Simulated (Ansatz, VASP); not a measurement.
## One calculation of LiCl, two programs

```
Li Cl
1.0
     0.00000    2.56476    2.50064
     2.56476    0.00000    2.50064
     2.56476    2.56476    0.00000
Li Cl
1 1
Direct
  0.00000 0.00000 0.00000
  0.50000 0.50000 0.50000
```

Change from the starting cell: strain +0.000 along x and y, -0.025 along z, atoms carried along.

Alike in both runs: task single point; functional PBEsol; k mesh 8 × 8 × 8; occupations gaussian, width 0.05 eV; no spin polarisation.

|  | VASP | Ansatz |
| --- | --- | --- |
| version | VASP 6.6.1 | Ansatz 0.2.0 |
| potentials or method | VASP PAW PBE potentials, release 64 (Li_sv, Cl), cutoff 520 eV | scalar-relativistic, plane waves, PAW |
| valence electrons in the cell | 10 | 10 |

```tsv
	VASP	Ansatz	Ansatz less VASP
gap on the k mesh at the Fermi level (eV)	6.26	6.25	-0.010
least direct gap on the mesh (eV)	6.26	6.25	-0.010
```

VASP's potentials were made for PBE, not for PBEsol.

Noted on VASP's run: the cutoff is short for stress, so the pressure is rough.
